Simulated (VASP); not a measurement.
# Ga (Pm-3m) in VASP: notebook

Ga is run at these levels: BLYP; tasks: single point.

Program: VASP 6.6.1. These are calculated values, not measurements. Logs are shortened: lines on timing, memory, paths and dates and some standing lists are left out, and cuts for length are marked.

### 1 The cell of the first run

Symmetry: Pm-3m, No. 221, cubic system. The conventional cell has a = 2.904 Å, b = 2.904 Å, c = 2.904 Å, α = 90.00°, β = 90.00°, γ = 90.00°. Within 3.8 Å of Ga (site symmetry m-3m) lie 6 Ga at 2.90 Å.

### 2 Single point, BLYP (volume scaled by 1.08)

INCAR reads:

```
SYSTEM = Ga
AGGAC = 1.0
AGGAX = 1.0
ALDAC = 0.0
ALDAX = 1.0
ALGO = Normal
EDIFF = 1E-6
ENCUT = 520
GGA = B5
ISIF = 2
ISMEAR = -1
LASPH = .True.
LCHARG = .False.
LREAL = .False.
LWAVE = .False.
NBANDS = 12
NELM = 80
PREC = Accurate
SIGMA = 0.1
```

KPOINTS reads:

```
k-points
0
Gamma
  13 13 13
  0 0 0
```

POSCAR reads:

```
Ga
1.0
    2.9044791105      0.0000000000      0.0000000000
    0.0000000000      2.9044791105      0.0000000000
    0.0000000000      0.0000000000      2.9044791105
Ga
1
Direct
    0.0000000000      0.0000000000      0.0000000000
```

Potentials or basis: VASP PAW PBE potentials, release 64 (Ga_d).

On the command line:

```bash
$ cat potpaw_PBE.64/Ga_d/POTCAR > POTCAR
$ mpirun -np 1 vasp_std > vasp.out
```

OUTCAR:

```text
SYSTEM = Ga
   EDIFF = 1E-6
   ENCUT = 520
   GGA = B5
   ISIF = 2
   ISMEAR = -1
   LASPH = .True.
   LREAL = .False.
   NELM = 80
   PREC = Accurate

 ion  position               nearest neighbor table
   1  0.000  0.000  0.000-

  LATTYP: Found a simple cubic cell.
 ALAT       =     2.9044791105

  Lattice vectors:

 A1 = (   2.9044791105,   0.0000000000,   0.0000000000)
 A2 = (   0.0000000000,   2.9044791105,   0.0000000000)
 A3 = (   0.0000000000,   0.0000000000,   2.9044791105)

Analysis of symmetry for initial positions (statically):
=====================================================================
 Subroutine PRICEL returns:
 Original cell was already a primitive cell.

 Routine SETGRP: Setting up the symmetry group for a
 simple cubic supercell.

 Subroutine GETGRP returns: Found 48 space group operations
 (whereof 48 operations were pure point group operations)
 out of a pool of 48 trial point group operations.

The static configuration has the point symmetry O_h .

Analysis of symmetry for dynamics (positions and initial velocities):
=====================================================================
 Subroutine PRICEL returns:
 Original cell was already a primitive cell.

 Routine SETGRP: Setting up the symmetry group for a
 simple cubic supercell.

 Subroutine GETGRP returns: Found 48 space group operations
 (whereof 48 operations were pure point group operations)
 out of a pool of 48 trial point group operations.

The dynamic configuration has the point symmetry O_h .

 Subroutine INISYM returns: Found 48 space group operations
 (whereof 48 operations are pure point group operations),
 and found     1 'primitive' translations

----------------------------------------------------------------------------------------

                                     Primitive cell

  volume of cell :      24.5022

  direct lattice vectors                    reciprocal lattice vectors
     2.904479111  0.000000000  0.000000000     0.344295814  0.000000000  0.000000000
     0.000000000  2.904479111  0.000000000     0.000000000  0.344295814  0.000000000
     0.000000000  0.000000000  2.904479111     0.000000000  0.000000000  0.344295814

  length of vectors
     2.904479111  2.904479111  2.904479111     0.344295814  0.344295814  0.344295814

  position of ions in fractional coordinates (direct lattice)
     0.000000000  0.000000000  0.000000000

  ion indices of the primitive-cell ions
   primitive index   ion index
                 1           1

----------------------------------------------------------------------------------------

 KPOINTS: k-points

Automatic generation of k-mesh.
 Grid dimensions read from file:
 generate k-points for:   13   13   13

 Generating k-lattice:

  Cartesian coordinates                     Fractional coordinates (reciprocal lattice)
     0.026484293  0.000000000  0.000000000     0.076923077  0.000000000  0.000000000
     0.000000000  0.026484293  0.000000000     0.000000000  0.076923077  0.000000000
     0.000000000  0.000000000  0.026484293     0.000000000  0.000000000  0.076923077

  Length of vectors
     0.026484293  0.026484293  0.026484293

  Shift w.r.t. Gamma in fractional coordinates (k-lattice)
     0.000000000  0.000000000  0.000000000

 Subroutine IBZKPT returns following result:
 ===========================================

 Found     84 irreducible k-points:

 Following reciprocal coordinates:
            Coordinates               Weight
  0.000000  0.000000  0.000000      1.000000
  0.076923  0.000000  0.000000      6.000000
  0.153846  0.000000  0.000000      6.000000
  0.230769  0.000000  0.000000      6.000000
  0.307692  0.000000  0.000000      6.000000
  0.384615  0.000000  0.000000      6.000000
[... 16 lines left out ...]
  0.307692  0.307692  0.000000     12.000000
  0.384615  0.307692  0.000000     24.000000
 [... further k-points ...]
   k-points           NKPTS =     84   k-points in BZ     NKDIM =     84   number of bands    NBANDS=     12
   number of dos      NEDOS =    301   number of ions     NIONS =      1
   total plane-waves  NPLWV =  13824
   dimension x,y,z NGX =    24 NGY =   24 NGZ =   24
   dimension x,y,z NGXF=    48 NGYF=   48 NGZF=   48
   ions per type =               1
   NGX,Y,Z   is equivalent  to a cutoff of  13.74, 13.74, 13.74 a.u.
   NGXF,Y,Z  is equivalent  to a cutoff of  27.47, 27.47, 27.47 a.u.
 SYSTEM =  Ga
   PREC   = accura    normal or accurate (medium, high low for compatibility)
   ISTART =      0    job   : 0-new  1-cont  2-samecut
   ICHARG =      2    charge: 1-file 2-atom 10-const
   ISPIN  =      1    spin polarized calculation?
   LNONCOLLINEAR =      F non collinear calculations
   LSORBIT =      F    spin-orbit coupling
   LASPH  =      T    aspherical Exc in radial PAW
   ENCUT  =  520.0 eV  38.22 Ry    6.18 a.u.   5.40  5.40  5.40*2*pi/ulx,y,z
   NELM   =     80;   NELMIN=  2; NELMDL= -5     # of ELM steps
   EDIFF  = 0.1E-05   stopping-criterion for ELM
   LREAL  =      F    real-space projection
   EDIFFG = 0.1E-04   stopping-criterion for IOM
   NSW    =      0    number of steps for IOM
   IBRION =     -1    ionic relax: 0-MD 1-quasi-New 2-CG
   NFREE  =      0    steps in history (QN), initial steepest desc. (CG)
   ISIF   =      2    stress and relaxation
   ISYM   =      2    0-nonsym 1-usesym 2-fastsym
   POTIM  = 0.5000    time-step for ionic-motion
   TEBEG  =    0.0;   TEEND  =   0.0 temperature during run
   PSTRESS=    0.0 pullay stress
   NELECT =      13.0000    total number of electrons
   NUPDOWN=      -1.0000    fix difference up-down
   EMIN   =  10.00;   EMAX   =-10.00  energy-range for DOS
   EFERMI =   0.00;   METHOD = LEGACY
   ISMEAR =    -1;   SIGMA  =   0.10  broadening in eV -4-tet -1-fermi 0-gaus
   EFERMI_NEDOS =   21; number of points for ismear=-14 and -15
   IALGO  =     38    algorithm
   IMIX   =      4    mixing-type and parameters
     AMIX     =   0.40;   BMIX     =  1.00
     AMIX_MAG =   1.60;   BMIX_MAG =  1.00
  volume/ion in A,a.u.               =      24.50       165.35
  Fermi-wavevector in a.u.,A,eV,Ry     =   1.325321  2.504493 23.898297  1.756475
  Thomas-Fermi vector in A             =   2.454790
   LORBIT       =      0    0 simple, 1 ext, 2 COOP (PROOUT), +10 PAW based schemes
   GGA     = B5    functional components
   LHFCALC =     F    Hartree Fock is set to
   AEXX    =    0.0000 exact exchange contribution
   IVDW    =     0    specifies the selected vdW correction
   LEPSILON=     F    determine dielectric tensor
   LRPA    =     F    only Hartree local field effects (RPA)
 non-spin polarized calculation
  energy-cutoff  :      520.00
  volume of cell :       24.50
 maximum number of plane-waves:       691
 NGX is ok and might be reduce to    24
   NGX = 11   NGY = 11   NGZ = 11

 number of electron      13.0000008 magnetization

 Free energy of the ion-electron system (eV)
  ---------------------------------------------------
  ext. energy  EPLUGINS =         0.00000000
  ---------------------------------------------------
  free energy    TOTEN  =        -2.13249007 eV

  energy without entropy =       -2.11062584  energy(sigma->0) =       -2.12155795

 E-fermi :   3.7333     XC(G=0):  -9.1045

 val. band max:        3.7149321307   @ k =   0.4615   0.4615   0.1538
 cond. band min:       3.7537554137   @ k =   0.4615   0.3846   0.2308
 fundamental gap:      0.0388232830
 Fermi energy:         3.7332810219

 k-point     1 :       0.0000    0.0000    0.0000
  band No.  band energies     occupation
      1     -11.3264      2.00000
      2     -11.3264      2.00000
      3     -11.0097      2.00000
      4     -11.0097      2.00000
      5     -11.0097      2.00000
      6      -5.6757      2.00000
      7      11.2089      0.00000
      8      11.2089      0.00000
      9      11.2089      0.00000
     10      14.5520      0.00000
     11      14.5520      0.00000
     12      16.2317      0.00000

 k-point     2 :       0.0769    0.0000    0.0000
  band No.  band energies     occupation
      1     -11.3252      2.00000
      2     -11.3133      2.00000
      3     -11.0147      2.00000
      4     -11.0147      2.00000
      5     -11.0093      2.00000
      6      -5.5746      2.00000
      7       9.8613      0.00000
      8      11.3083      0.00000
      9      11.3083      0.00000
     10      14.6418      0.00000
     11      15.4141      0.00000
     12      16.9813      0.00000

 k-point     3 :       0.1538    0.0000    0.0000
  band No.  band energies     occupation
      1     -11.3218      2.00000
      2     -11.2773      2.00000
      3     -11.0283      2.00000
      4     -11.0283      2.00000
      5     -11.0082      2.00000
      6      -5.2714      2.00000
      7       7.6921      0.00000
      8      11.6002      0.00000
      9      11.6002      0.00000
     10      14.9106      0.00000
     11      15.9612      0.00000
     12      19.3731      0.00000

 k-point     4 :       0.2308    0.0000    0.0000
  band No.  band energies     occupation
      1     -11.3170      2.00000
      2     -11.2275      2.00000
      3     -11.0475      2.00000
      4     -11.0475      2.00000
      5     -11.0065      2.00000
      6      -4.7686      2.00000
      7       5.5629      0.00000
      8      12.0627      0.00000
      9      12.0627      0.00000
     10      15.3548      0.00000
     11      16.4465      0.00000
     12      22.0895      0.00000

 k-point     5 :       0.3077    0.0000    0.0000
  band No.  band energies     occupation
      1     -11.3120      2.00000
      2     -11.1758      2.00000
      3     -11.0677      2.00000
      4     -11.0677      2.00000
      5     -11.0048      2.00000
      6      -4.0791      2.00000
      7       3.6159      1.52777
      8      12.6484      0.00000
      9      12.6484      0.00000
     10      15.9631      0.00000
     11      17.0647      0.00000
     12      22.1726      0.00000

 k-point     6 :       0.3846    0.0000    0.0000
  band No.  band energies     occupation
      1     -11.3078      2.00000
      2     -11.1339      2.00000
      3     -11.0844      2.00000
      4     -11.0844      2.00000
      5     -11.0034      2.00000
      6      -3.2528      2.00000
      7       1.9388      2.00000
      8      13.2563      0.00000
      9      13.2563      0.00000
     10      16.6951      0.00000
     11      17.8214      0.00000
     12      20.7609      0.00000

 k-point     7 :       0.4615    0.0000    0.0000
  band No.  band energies     occupation
      1     -11.3054      2.00000
      2     -11.1105      2.00000
      3     -11.0938      2.00000
      4     -11.0938      2.00000
      5     -11.0026      2.00000
      6      -2.5040      2.00000
      7       0.7616      2.00000
      8      13.6853      0.00000
      9      13.6853      0.00000
     10      17.3695      0.00000
     11      18.5888      0.00000
     12      19.9308      0.00000

 k-point     8 :       0.0769    0.0769    0.0000
  band No.  band energies     occupation
      1     -11.3181      2.00000
      2     -11.3059      2.00000
      3     -11.0198      2.00000
      4     -11.0145      2.00000
      5     -11.0139      2.00000
      6      -5.4736      2.00000
      7       9.8243      0.00000
      8      10.1065      0.00000
      9      11.4077      0.00000
     10      15.0891      0.00000
     11      16.3123      0.00000
     12      17.3185      0.00000
[... 166 lines left out ...]
 k-point    20 :       0.3077    0.2308    0.0000
  band No.  band energies     occupation
      1     -11.2556      2.00000
      2     -11.1218      2.00000
      3     -11.1116      2.00000
      4     -11.0633      2.00000
      5     -11.0412      2.00000
      6      -3.1835      2.00000
      7       4.4489      0.00156
      8       7.1298      0.00000
      9      13.5030      0.00000
     10      15.0720      0.00000
     11      17.5864      0.00000
     12      22.9711      0.00000

 k-point    21 :       0.3846    0.2308    0.0000
  band No.  band energies     occupation
      1     -11.2485      2.00000
      2     -11.1430      2.00000
      3     -11.0796      2.00000
      4     -11.0684      2.00000
      5     -11.0394      2.00000
      6      -2.3642      2.00000
      7       2.7990      1.99982
      8       7.8056      0.00000
      9      13.6484      0.00000
     10      14.1112      0.00000
     11      18.3502      0.00000
     12      21.5847      0.00000

 k-point    22 :       0.4615    0.2308    0.0000
  band No.  band energies     occupation
      1     -11.2449      2.00000
      2     -11.1549      2.00000
      3     -11.0888      2.00000
      4     -11.0438      2.00000
      5     -11.0384      2.00000
      6      -1.6225      2.00000
      7       1.6334      2.00000
      8       8.3478      0.00000
      9      12.7197      0.00000
     10      14.5405      0.00000
     11      19.2993      0.00000
     12      20.6537      0.00000

 k-point    23 :       0.3077    0.3077    0.0000
  band No.  band energies     occupation
      1     -11.2390      2.00000
      2     -11.1504      2.00000
      3     -11.0641      2.00000
      4     -11.0620      2.00000
      5     -11.0596      2.00000
      6      -2.5025      2.00000
      7       4.7378      0.00009
      8       5.5287      0.00000
      9      13.3186      0.00000
     10      14.0880      0.00000
     11      18.1882      0.00000
     12      23.2644      0.00000

 k-point    24 :       0.3846    0.3077    0.0000
  band No.  band energies     occupation
      1     -11.2290      2.00000
      2     -11.1739      2.00000
      3     -11.0770      2.00000
      4     -11.0588      2.00000
      5     -11.0213      2.00000
      6      -1.6846      2.00000
      7       3.3953      1.93414
      8       5.8923      0.00000
      9      11.8454      0.00000
     10      14.6938      0.00000
     11      18.9985      0.00000
     12      22.1888      0.00000

 [... further k-points ...]
[... 5 lines left out ...]
  --------------------------------------------------------------------------------------
  -------------------------------------------------------------------------------------
  Total       -0.2899703     -0.2899703     -0.2899703      0.0000000      0.0000000     -0.0000000
  in kB      -18.9609163    -18.9609163    -18.9609163      0.0000000      0.0000000     -0.0000000
  external PRESSURE =     -18.9609163 kB  Pullay stress =       0.0000000 kB

 VOLUME and BASIS-vectors are now :
 -----------------------------------------------------------------------------
  energy-cutoff  :      520.00
  volume of cell :       24.50
      direct lattice vectors                 reciprocal lattice vectors
     2.904479111  0.000000000  0.000000000     0.344295814  0.000000000  0.000000000
     0.000000000  2.904479111  0.000000000     0.000000000  0.344295814  0.000000000
     0.000000000  0.000000000  2.904479111     0.000000000  0.000000000  0.344295814

 POSITION                                       TOTAL-FORCE (eV/Angst)
 -----------------------------------------------------------------------------------
      0.00000      0.00000      0.00000         0.000000      0.000000      0.000000
 -----------------------------------------------------------------------------------
    total drift:                                0.000000     -0.000000     -0.000000

  FREE ENERGIE OF THE ION-ELECTRON SYSTEM (eV)
  ---------------------------------------------------
  free  energy   TOTEN  =        -2.1324900699 eV

  energy  without entropy=       -2.1106258352  energy(sigma->0) =       -2.12155795
```

Run time: 22 s. Hardware: 1 thread of AMD EPYC 7R13 (Zen 3), shared host; peak memory 0.12 GiB.

What came out:

```yaml
Free_energy: -2.1325 eV
Pressure: -1.9 GPa
```

Caveat: the PAW data sets were made with another functional, which shifts forces and pressure a little.

### 3 Single point, BLYP (volume scaled by 1.12)

INCAR reads:

```
SYSTEM = Ga
PREC = Accurate ; ENCUT = 520
EDIFF = 1E-7 ; ISMEAR = -1
SIGMA = 0.1 ; LREAL = .False.
LASPH = .True. ; NELM = 100
ALGO = Normal ; ISIF = 2
LWAVE = .False. ; LCHARG = .False.
GGA = B5 ; ALDAX = 1.0
AGGAX = 1.0 ; AGGAC = 1.0
ALDAC = 0.0 ; NBANDS = 12
```

KPOINTS reads:

```
Automatic mesh
0
Gamma
  13 13 13
  0 0 0
```

POSCAR reads:

```
Ga
1.0
    2.9399030786      0.0000000000      0.0000000000
    0.0000000000      2.9399030786      0.0000000000
    0.0000000000      0.0000000000      2.9399030786
Ga
1
Direct
    0.0000000000      0.0000000000      0.0000000000
```

Potentials or basis: VASP PAW PBE potentials, release 64 (Ga_d).

On the command line:

```bash
$ cat potpaw_PBE.64/Ga_d/POTCAR > POTCAR
$ mpirun -np 1 vasp_std > vasp.out
```

Run time: 26 s. Hardware: 1 thread of AMD EPYC 7R13 (Zen 3), shared host; peak memory 0.12 GiB.

It converged, with:

```yaml
Free_energy: -2.1203 eV
Pressure: -2.5 GPa
```

Levels at points of the mesh, in eV from the Fermi level:
```csv
k point,band 3,band 4,band 5,band 6,band 7,band 8,band 9,band 10
"(0.00, 0.00, 0.00)",-14.76,-14.76,-14.76,-9.23,7.24,7.24,7.24,10.61
```

Caveat: the PAW data sets were made with another functional, which shifts forces and pressure a little.

(Continued in part 2 of 2.)
